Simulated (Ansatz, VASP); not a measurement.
Mn in VASP and in Ansatz

```xyz
3
Lattice="1.2268 0.7083 5.9424 -1.2268 0.7083 5.9424 0.0000 -1.4166 5.9424" Properties=species:S:1:pos:R:3 pbc="T T T"
Mn    0.0000    0.0000    0.0000
Mn    0.0000    0.0000    3.9605
Mn    0.0000    0.0000   13.8666
```

Alike in both runs: functional PBEsol; k mesh 21 × 21 × 21; occupations gaussian, width 0.1 eV; no spin polarisation.

Ansatz relaxed the structure, and its values are those at the end. VASP's run is a single point on that final structure, the one shown.

|  | VASP | Ansatz |
| --- | --- | --- |
| version | VASP 6.6.1 | Ansatz 0.2.0 |
| potentials or method | VASP PAW PBE potentials, release 64 (Mn_pv), cutoff 520 eV | scalar-relativistic, plane waves, PAW |
| valence electrons in the cell | 39 | 45 |

```csv
,VASP,Ansatz,Ansatz less VASP
gap on the k mesh at the Fermi level (eV),none,none,-
pressure (GPa),0.0,0.0,-0.03
rms of the force components (eV/Å),0.004,0.001,-0.0026
```

VASP's potentials were made for PBE, not for PBEsol. A gap of «none» marks a metal or a gap that the smearing closes. VASP's potentials hold 39 valence electrons a cell and Ansatz's 45, so a difference there can come from the potentials and not from the codes.
